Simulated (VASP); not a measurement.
# Sc (P6_3/mmc) in VASP: further runs

The runs below take Sc through single point, with PBEsol.

Everything below comes from runs of VASP 6.6.1. Logs are shortened: lines on timing, memory, paths and dates and some standing lists are left out, and cuts for length are marked.

## 1. The cell of the first run

It takes space group P6_3/mmc (No. 194, hexagonal). The conventional cell has a = 3.195 Å, b = 3.195 Å, c = 4.955 Å, α = 90.00°, β = 90.00°, γ = 120.00°. Sc (site symmetry -6m2) has 12 Sc at 3.09 to 3.20 Å within 4.1 Å.

## 2. Single point, PBEsol

INCAR reads:

```
SYSTEM = Sc
  ALGO = Normal
  EDIFF = 1E-6
  ENCUT = 520
  GGA = PS
  ISIF = 2
  ISMEAR = 0
  LASPH = .TRUE.
  LCHARG = .TRUE.
  LELF = .TRUE.
  LREAL = .FALSE.
  LVHAR = .TRUE.
  LWAVE = .FALSE.
  NBANDS = 18
  NELM = 80
  PREC = Accurate
  SIGMA = 0.15
```

KPOINTS reads:

```
k-points
0
G
  15 15 10
  0 0 0
```

POSCAR reads:

```
Sc
1.0
    3.1950000000      0.0000000000      0.0000000000
   -1.5975000000      2.7669511651      0.0000000000
    0.0000000000      0.0000000000      4.9553000000
Sc
2
Direct
    0.3333333333      0.6666666667      0.2500000000
    0.6666666667      0.3333333333      0.7500000000
```

Potentials or basis: VASP PAW PBE potentials, release 64 (Sc_sv).

Launch:

```console
$ cat potpaw_PBE.64/Sc_sv/POTCAR > POTCAR
$ mpirun -np 1 vasp_std > vasp.out
```

OUTCAR:

```text
SYSTEM = Sc
   EDIFF = 1E-6
   ENCUT = 520
   GGA = PS
   ISIF = 2
   ISMEAR = 0
   LASPH = .TRUE.
   LREAL = .FALSE.
   NELM = 80
   PREC = Accurate

 ion  position               nearest neighbor table
   1  0.333  0.667  0.250-   2 3.09   2 3.09   2 3.09   2 3.09   2 3.09   2 3.09
   2  0.667  0.333  0.750-   1 3.09   1 3.09   1 3.09   1 3.09   1 3.09   1 3.09

  LATTYP: Found a hexagonal cell.
 ALAT       =     3.1950000000
 C/A-ratio  =     1.5509546166

  Lattice vectors:

 A1 = (   3.1950000000,   0.0000000000,   0.0000000000)
 A2 = (  -1.5975000000,   2.7669511651,   0.0000000000)
 A3 = (   0.0000000000,   0.0000000000,   4.9553000000)

Analysis of symmetry for initial positions (statically):
=====================================================================
 Subroutine PRICEL returns:
 Original cell was already a primitive cell.

 Routine SETGRP: Setting up the symmetry group for a
 hexagonal supercell.

 Subroutine GETGRP returns: Found 24 space group operations
 (whereof 12 operations were pure point group operations)
 out of a pool of 24 trial point group operations.

The static configuration has the point symmetry D_3d.
 The point group associated with its full space group is D_6h.

Analysis of symmetry for dynamics (positions and initial velocities):
=====================================================================
 Subroutine PRICEL returns:
 Original cell was already a primitive cell.

 Routine SETGRP: Setting up the symmetry group for a
 hexagonal supercell.

 Subroutine GETGRP returns: Found 24 space group operations
 (whereof 12 operations were pure point group operations)
 out of a pool of 24 trial point group operations.

The dynamic configuration has the point symmetry D_3d.
 The point group associated with its full space group is D_6h.

 Subroutine INISYM returns: Found 24 space group operations
 (whereof 12 operations are pure point group operations),
 and found     1 'primitive' translations

----------------------------------------------------------------------------------------

                                     Primitive cell

  volume of cell :      43.8069

  direct lattice vectors                    reciprocal lattice vectors
     3.195000000  0.000000000  0.000000000     0.312989045  0.180704310  0.000000000
    -1.597500000  2.766951165  0.000000000     0.000000000  0.361408619  0.000000000
     0.000000000  0.000000000  4.955300000     0.000000000  0.000000000  0.201804129

  length of vectors
     3.195000000  3.195000000  4.955300000     0.361408619  0.361408619  0.201804129

  position of ions in fractional coordinates (direct lattice)
     0.333333333  0.666666667  0.250000000
     0.666666667  0.333333333  0.750000000

  ion indices of the primitive-cell ions
   primitive index   ion index
                 1           1
                 2           2

----------------------------------------------------------------------------------------

 KPOINTS: k-points

Automatic generation of k-mesh.
 Grid dimensions read from file:
 generate k-points for:   15   15   10

 Generating k-lattice:

  Cartesian coordinates                     Fractional coordinates (reciprocal lattice)
     0.020865936  0.012046954  0.000000000     0.066666667  0.000000000  0.000000000
     0.000000000  0.024093908  0.000000000     0.000000000  0.066666667  0.000000000
     0.000000000  0.000000000  0.020180413     0.000000000  0.000000000  0.100000000

  Length of vectors
     0.024093908  0.024093908  0.020180413

  Shift w.r.t. Gamma in fractional coordinates (k-lattice)
     0.000000000  0.000000000  0.000000000

 Subroutine IBZKPT returns following result:
 ===========================================

 Found    162 irreducible k-points:

 Following reciprocal coordinates:
            Coordinates               Weight
  0.000000  0.000000  0.000000      1.000000
  0.066667  0.000000  0.000000      6.000000
  0.133333 -0.000000  0.000000      6.000000
  0.200000  0.000000  0.000000      6.000000
  0.266667 -0.000000  0.000000      6.000000
  0.333333  0.000000  0.000000      6.000000
[... 16 lines left out ...]
  0.333333  0.200000  0.000000     12.000000
  0.400000  0.200000  0.000000      6.000000
 [... further k-points ...]
   k-points           NKPTS =    162   k-points in BZ     NKDIM =    162   number of bands    NBANDS=     18
   number of dos      NEDOS =    301   number of ions     NIONS =      2
   total plane-waves  NPLWV =  23040
   dimension x,y,z NGX =    24 NGY =   24 NGZ =   40
   dimension x,y,z NGXF=    48 NGYF=   48 NGZF=   80
   ions per type =               2
   NGX,Y,Z   is equivalent  to a cutoff of  12.49, 12.49, 13.42 a.u.
   NGXF,Y,Z  is equivalent  to a cutoff of  24.98, 24.98, 26.84 a.u.
 SYSTEM =  Sc
   PREC   = accura    normal or accurate (medium, high low for compatibility)
   ISTART =      0    job   : 0-new  1-cont  2-samecut
   ICHARG =      2    charge: 1-file 2-atom 10-const
   ISPIN  =      1    spin polarized calculation?
   LNONCOLLINEAR =      F non collinear calculations
   LSORBIT =      F    spin-orbit coupling
   LASPH  =      T    aspherical Exc in radial PAW
   ENCUT  =  520.0 eV  38.22 Ry    6.18 a.u.   5.94  5.94  9.21*2*pi/ulx,y,z
   NELM   =     80;   NELMIN=  2; NELMDL= -5     # of ELM steps
   EDIFF  = 0.1E-05   stopping-criterion for ELM
   LREAL  =      F    real-space projection
[... 7 lines left out ...]
   TEBEG  =    0.0;   TEEND  =   0.0 temperature during run
   PSTRESS=    0.0 pullay stress
   NELECT =      22.0000    total number of electrons
   NUPDOWN=      -1.0000    fix difference up-down
   EMIN   =  10.00;   EMAX   =-10.00  energy-range for DOS
   EFERMI =   0.00;   METHOD = LEGACY
   ISMEAR =     0;   SIGMA  =   0.15  broadening in eV -4-tet -1-fermi 0-gaus
   EFERMI_NEDOS =   21; number of points for ismear=-14 and -15
   IALGO  =     38    algorithm
   IMIX   =      4    mixing-type and parameters
     AMIX     =   0.40;   BMIX     =  1.00
     AMIX_MAG =   1.60;   BMIX_MAG =  1.00
  volume/ion in A,a.u.               =      21.90       147.81
  Fermi-wavevector in a.u.,A,eV,Ry     =   1.301273  2.459049 23.038887  1.693310
  Thomas-Fermi vector in A             =   2.432417
   LORBIT       =      0    0 simple, 1 ext, 2 COOP (PROOUT), +10 PAW based schemes
   GGA     = PS    functional components
   LHFCALC =     F    Hartree Fock is set to
   AEXX    =    0.0000 exact exchange contribution
   IVDW    =     0    specifies the selected vdW correction
   LEPSILON=     F    determine dielectric tensor
   LRPA    =     F    only Hartree local field effects (RPA)
 non-spin polarized calculation
 Gauss-broadening in eV      SIGMA  =   0.15
  energy-cutoff  :      520.00
  volume of cell :       43.81
 maximum number of plane-waves:      1212
 NGX is ok and might be reduce to    24
   NGX = 11   NGY = 11   NGZ = 19

 number of electron      21.9999991 magnetization

 Free energy of the ion-electron system (eV)
  ---------------------------------------------------
  ext. energy  EPLUGINS =         0.00000000
  ---------------------------------------------------
  free energy    TOTEN  =       -13.17907609 eV

  energy without entropy =      -13.13892167  energy(sigma->0) =      -13.15899888

 E-fermi :   4.2843     XC(G=0): -10.4839

 val. band max:        4.2793816718   @ k =   0.4000   0.1333   0.4000
 cond. band min:       4.2887811721   @ k =   0.2667   0.2000   0.3000
 fundamental gap:      0.0093995003
 Fermi energy:         4.2843401726

 k-point     1 :       0.0000    0.0000    0.0000
  band No.  band energies     occupation
      1     -44.6196      2.00000
      2     -44.4985      2.00000
      3     -23.6647      2.00000
      4     -23.1446      2.00000
      5     -23.1446      2.00000
      6     -23.0452      2.00000
[... 10 lines left out ...]
     17       6.8417      0.00000
     18       6.8417      0.00000

 k-point     2 :       0.0667    0.0000    0.0000
  band No.  band energies     occupation
      1     -44.6161      2.00000
      2     -44.4973      2.00000
      3     -23.6559      2.00000
      4     -23.1614      2.00000
      5     -23.1505      2.00000
      6     -23.0630      2.00000
[... 10 lines left out ...]
     17       6.7493      0.00000
     18       6.7697      0.00000

 k-point     3 :       0.1333   -0.0000    0.0000
  band No.  band energies     occupation
      1     -44.6061      2.00000
      2     -44.4942      2.00000
      3     -23.6304      2.00000
      4     -23.2090      2.00000
      5     -23.1667      2.00000
      6     -23.1123      2.00000
[... 10 lines left out ...]
     17       6.7608      0.00000
     18       6.8345      0.00000

 k-point     4 :       0.2000    0.0000    0.0000
  band No.  band energies     occupation
      1     -44.5909      2.00000
      2     -44.4901      2.00000
      3     -23.5903      2.00000
      4     -23.2799      2.00000
      5     -23.1898      2.00000
      6     -23.1830      2.00000
[... 375 lines left out ...]
      4     -23.4150      2.00000
      5     -23.3969      2.00000
      6     -23.2721      2.00000
[... 10 lines left out ...]
     17       8.4127      0.00000
     18       8.7551      0.00000

 k-point    23 :       0.3333    0.2000    0.0000
  band No.  band energies     occupation
      1     -44.5191      2.00000
      2     -44.4866      2.00000
      3     -23.4887      2.00000
      4     -23.3944      2.00000
      5     -23.3663      2.00000
      6     -23.3131      2.00000
[... 10 lines left out ...]
     17       8.6139      0.00000
     18       8.7498      0.00000

 k-point    24 :       0.4000    0.2000    0.0000
  band No.  band energies     occupation
      1     -44.5132      2.00000
      2     -44.4887      2.00000
      3     -23.5017      2.00000
      4     -23.3867      2.00000
      5     -23.3427      2.00000
      6     -23.3347      2.00000
[... 10 lines left out ...]
     17       8.6009      0.00000
     18       8.7496      0.00000

 [... further k-points ...]

------------------------ aborting loop because EDIFF is reached ----------------------------------------

  FORCE on cell =-STRESS in cart. coord.  units (eV):
  Direction    XX          YY          ZZ          XY          YZ          ZX
  --------------------------------------------------------------------------------------
  -------------------------------------------------------------------------------------
  Total        1.3929728      1.3929728      1.3436189      0.0000000     -0.0000000     -0.0000000
  in kB       50.9460945     50.9460945     49.1410422      0.0000000     -0.0000000     -0.0000000
  external PRESSURE =      50.3444104 kB  Pullay stress =       0.0000000 kB

 VOLUME and BASIS-vectors are now :
 -----------------------------------------------------------------------------
  energy-cutoff  :      520.00
  volume of cell :       43.81
      direct lattice vectors                 reciprocal lattice vectors
     3.195000000  0.000000000  0.000000000     0.312989045  0.180704310  0.000000000
    -1.597500000  2.766951165  0.000000000     0.000000000  0.361408619  0.000000000
     0.000000000  0.000000000  4.955300000     0.000000000  0.000000000  0.201804129

 POSITION                                       TOTAL-FORCE (eV/Angst)
 -----------------------------------------------------------------------------------
     -0.00000      1.84463      1.23883        -0.000000      0.000000      0.000000
      1.59750      0.92232      3.71647         0.000000      0.000000      0.000000
 -----------------------------------------------------------------------------------
    total drift:                               -0.000000      0.000000     -0.000000

  FREE ENERGIE OF THE ION-ELECTRON SYSTEM (eV)
  ---------------------------------------------------
  free  energy   TOTEN  =       -13.1790760875 eV

  energy  without entropy=      -13.1389216693  energy(sigma->0) =      -13.15899888
```

Wall time 2.6 min (1 thread of Intel Xeon 8259CL, shared host); peak memory 0.24 GiB.

What came out:

```
Free energy            : -13.1791 eV
Pressure               : 5.0 GPa
Band gap on the k mesh : zero (bands 11 and 12 overlap by 1.71 eV)
```

Levels at points of the mesh, in eV from the Fermi level:
| k point | band 7 | band 8 | band 9 | band 10 | band 11 | band 12 | band 13 | band 14 | band 15 | band 16 |
| --- | --- | --- | --- | --- | --- | --- | --- | --- | --- | --- |
| (0.00, 0.00, 0.00) | -27.33 | -27.29 | -5.34 | -1.81 | 0.97 | 1.72 | 1.72 | 2.06 | 2.26 | 2.26 |
| (0.00, 0.00, 0.50) | -27.38 | -27.38 | -3.64 | -3.64 | 1.07 | 1.07 | 1.62 | 1.62 | 1.62 | 1.62 |

Caveat: the cell stands under pressure; the PAW data sets were made with another functional, which shifts forces and pressure a little.

## 3. Single point, PBEsol

This run uses another cell than the first one, of 22.18 Å³/atom.

INCAR reads:

```
PREC = Accurate
ENCUT = 520
EDIFF = 1E-7
ISMEAR = 0
SIGMA = 0.15
LREAL = F
LASPH = T
NELM = 80
ALGO = Fast
ISIF = 2
LWAVE = F
LCHARG = T
GGA = PS
LELF = T
LVHAR = T
NBANDS = 18
```

KPOINTS reads:

```
Automatic mesh
0
Gamma
  15 15 10
```

POSCAR reads:

```
Sc
1.0
    3.1131000000      0.0000000000      0.0000000000
   -1.5565500000      2.6960236845      0.0000000000
    0.0000000000      0.0000000000      5.2857000000
Sc
2
Direct
    0.3333333333      0.6666666667      0.2500000000
    0.6666666667      0.3333333333      0.7500000000
```

Potentials or basis: VASP PAW PBE potentials, release 64 (Sc_sv).

Launch:

```console
$ cat potpaw_PBE.64/Sc_sv/POTCAR > POTCAR
$ mpirun -np 1 vasp_std > vasp.out
```

Wall time 4 min (1 thread of Intel Xeon 8259CL, shared host); peak memory 0.23 GiB.

The run converged. Its results:

```yaml
Free_energy: -13.1317 eV
Pressure: 4.4 GPa
Band_gap_on_the_k_mesh: zero (bands 11 and 12 overlap by 1.17 eV)
```

Stress tensor (GPa, compression positive):
```
 6.75  0.00  0.00
 0.00  6.75  0.00
 0.00  0.00 -0.35
```

Levels at points of the mesh, in eV from the Fermi level:
| k point | band 8 | band 9 | band 10 | band 11 | band 12 | band 13 | band 14 | band 15 |
| --- | --- | --- | --- | --- | --- | --- | --- | --- |
| (0.00, 0.00, 0.00) | -27.37 | -5.34 | -1.95 | 0.23 | 1.47 | 1.78 | 1.78 | 2.17 |
| (0.00, 0.00, 0.50) | -27.40 | -3.85 | -3.85 | 0.68 | 0.68 | 1.79 | 1.79 | 1.79 |

Caveat: the stress differs along the axes, from -0 to 7 GPa; the PAW data sets were made with another functional, which shifts forces and pressure a little.

## 4. Single point, PBEsol

This run uses another cell than the first one, of 22.39 Å³/atom.

INCAR reads:

```
PREC     = Accurate       # precision mode
ENCUT    = 520            # plane-wave cutoff, eV
EDIFF    = 1E-6           # SCF threshold, eV
ISMEAR   = 0              # smearing method
SIGMA    = 0.15           # smearing width, eV
LREAL    = False          # projectors in reciprocal space
LASPH    = True           # aspherical terms in the spheres
NELM     = 100            # most SCF steps
ALGO     = Normal         # electronic algorithm
ISIF     = 2              # what is computed and relaxed
LWAVE    = False          # write WAVECAR
LCHARG   = False          # write CHGCAR
GGA      = PS             # functional
NBANDS   = 18             # bands
```

KPOINTS reads:

```
regular mesh
0
Gamma
  15 15 10
```

Changes to POSCAR since step 3:

```diff
@@ -4,3 +4,3 @@
    -1.5565500000      2.6960236845      0.0000000000
-    0.0000000000      0.0000000000      5.2857000000
+    0.0000000000      0.0000000000      5.3365000000
 Sc
```

Potentials or basis: VASP PAW PBE potentials, release 64 (Sc_sv).

Launch:

```console
$ cat potpaw_PBE.64/Sc_sv/POTCAR > POTCAR
$ mpirun -np 1 vasp_std > vasp.out
```

OUTCAR:

```text
PREC = Accurate
   ENCUT = 520
   EDIFF = 1E-6
   ISMEAR = 0
   LREAL = False
   LASPH = True
   NELM = 100
   ISIF = 2
   GGA = PS

 ion  position               nearest neighbor table
   1  0.333  0.667  0.250-   2 3.22   2 3.22   2 3.22   2 3.22   2 3.22   2 3.22
   2  0.667  0.333  0.750-   1 3.22   1 3.22   1 3.22   1 3.22   1 3.22   1 3.22

  LATTYP: Found a hexagonal cell.
 ALAT       =     3.1131000000
 C/A-ratio  =     1.7142077029

  Lattice vectors:

[... 693 lines left out ...]

------------------------ aborting loop because EDIFF is reached ----------------------------------------

  FORCE on cell =-STRESS in cart. coord.  units (eV):
  Direction    XX          YY          ZZ          XY          YZ          ZX
  --------------------------------------------------------------------------------------
  -------------------------------------------------------------------------------------
  Total        1.7553644      1.7553644     -0.3633172      0.0000000      0.0000000      0.0000000
  in kB       62.7920382     62.7920382    -12.9964048      0.0000000      0.0000000      0.0000000
  external PRESSURE =      37.5292239 kB  Pullay stress =       0.0000000 kB

 VOLUME and BASIS-vectors are now :
 -----------------------------------------------------------------------------
  energy-cutoff  :      520.00
  volume of cell :       44.79
      direct lattice vectors                 reciprocal lattice vectors
     3.113100000  0.000000000  0.000000000     0.321223218  0.185458311  0.000000000
    -1.556550000  2.696023685  0.000000000     0.000000000  0.370916623  0.000000000
     0.000000000  0.000000000  5.336500000     0.000000000  0.000000000  0.187388738

 POSITION                                       TOTAL-FORCE (eV/Angst)
 -----------------------------------------------------------------------------------
     -0.00000      1.79735      1.33413        -0.000000      0.000000      0.000000
      1.55655      0.89867      4.00237         0.000000     -0.000000      0.000000
 -----------------------------------------------------------------------------------
    total drift:                               -0.000000      0.000000     -0.000000

  FREE ENERGIE OF THE ION-ELECTRON SYSTEM (eV)
  ---------------------------------------------------
  free  energy   TOTEN  =       -13.1297661071 eV

  energy  without entropy=      -13.0796195285  energy(sigma->0) =      -13.10469282
```

OSZICAR:

```text
N       E                     dE             d eps       ncg     rms          rms(c)
DAV:   1     0.349174256547E+03    0.34917E+03   -0.11046E+04  5848   0.132E+03
DAV:   2     0.448946678052E+01   -0.34468E+03   -0.33800E+03  7024   0.542E+02
DAV:   3    -0.141854479478E+02   -0.18675E+02   -0.18018E+02  9538   0.155E+02
DAV:   4    -0.145225468997E+02   -0.33710E+00   -0.33463E+00  8894   0.186E+01
DAV:   5    -0.145258532206E+02   -0.33063E-02   -0.33052E-02  9858   0.205E+00    0.867E+00
DAV:   6    -0.133119521442E+02    0.12139E+01   -0.26308E+00  7656   0.185E+01    0.266E+00
DAV:   7    -0.131418464793E+02    0.17011E+00   -0.70285E-01  7886   0.871E+00    0.782E-01
DAV:   8    -0.131310446668E+02    0.10802E-01   -0.25917E-02  6946   0.206E+00    0.245E-01
DAV:   9    -0.131297571259E+02    0.12875E-02   -0.60471E-03  8200   0.824E-01    0.191E-02
DAV:  10    -0.131297673937E+02   -0.10268E-04   -0.93273E-05  8520   0.128E-01    0.591E-03
DAV:  11    -0.131297652550E+02    0.21388E-05   -0.25931E-06  6770   0.147E-02    0.218E-03
DAV:  12    -0.131297662722E+02   -0.10172E-05   -0.49051E-07  4148   0.987E-03    0.976E-04
DAV:  13    -0.131297661071E+02    0.16507E-06   -0.11396E-07  3820   0.592E-03
   1 F= -.13129766E+02 E0= -.13104693E+02  d E =-.501466E-01
```

It took 2.1 min on 1 thread of Intel Xeon 8259CL, shared host; peak memory 0.24 GiB.

Results:

```
Free energy            : -13.1298 eV
Pressure               : 3.8 GPa
Band gap on the k mesh : zero (bands 11 and 12 overlap by 1.12 eV)
```

Caveat: the stress differs along the axes, from -1 to 6 GPa; the PAW data sets were made with another functional, which shifts forces and pressure a little.

## 5. Overview

```tsv
cell	gap on the mesh (eV)	pressure (GPa)
a = 3.195, b = 3.195, c = 4.955 Å, angles 90.0, 90.0, 120.0°, 2 atoms	none	5.0
a = 3.113, b = 3.113, c = 5.286 Å, angles 90.0, 90.0, 120.0°, 2 atoms	none	4.4
a = 3.113, b = 3.113, c = 5.337 Å, angles 90.0, 90.0, 120.0°, 2 atoms	none	3.8
```

Alike in all rows: task single point; level PBEsol; potentials or basis VASP PAW PBE potentials, release 64 (Sc_sv); no spin polarisation; k mesh 15 × 15 × 10; cutoff (eV) 520; smearing gaussian 0.15 eV.

Caveats: the PAW data sets were made with another functional, which shifts forces and pressure a little; the cell stands under pressure (at least some runs); the stress differs along the axes, from -0 to 7 GPa (at least some runs); the stress differs along the axes, from -1 to 6 GPa (at least some runs).

Total energies depend on the potentials used, so only differences within one code and one set of settings carry meaning.
